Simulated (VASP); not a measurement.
The system is Pt.

```
CELL_PARAMETERS angstrom
0.00000 1.96090 1.96090
1.96090 0.00000 1.96090
1.96090 1.96090 0.00000
ATOMIC_POSITIONS crystal
Pt 0.00000 0.00000 0.00000
```

Base run:

```yaml
Program: VASP 6.6.1
Functional: PBE
Potentials_or_basis: VASP PAW PBE potentials, release 64 (Pt)
Cutoff: 520 eV
k_mesh: 10 × 10 × 10
Occupations: gaussian, width 0.1 eV
Spin: no spin polarisation
```

Its results: band gap on the k mesh zero (band 5 reaches 11.77 eV, above the bottom of band 6 at 9.56 eV); pressure 9.7 GPa.

Q: The run is repeated on the same cell with these changes: k mesh from 10 × 10 × 10 to 7 × 7 × 7. What comes out?

A: Band gap on the k mesh zero (band 5 reaches 11.57 eV, above the bottom of band 6 at 9.56 eV); pressure 11.1 GPa.

Caveats: some runs use coarse meshes; spin-orbit coupling is left out, which moves the levels of the heavy elements.
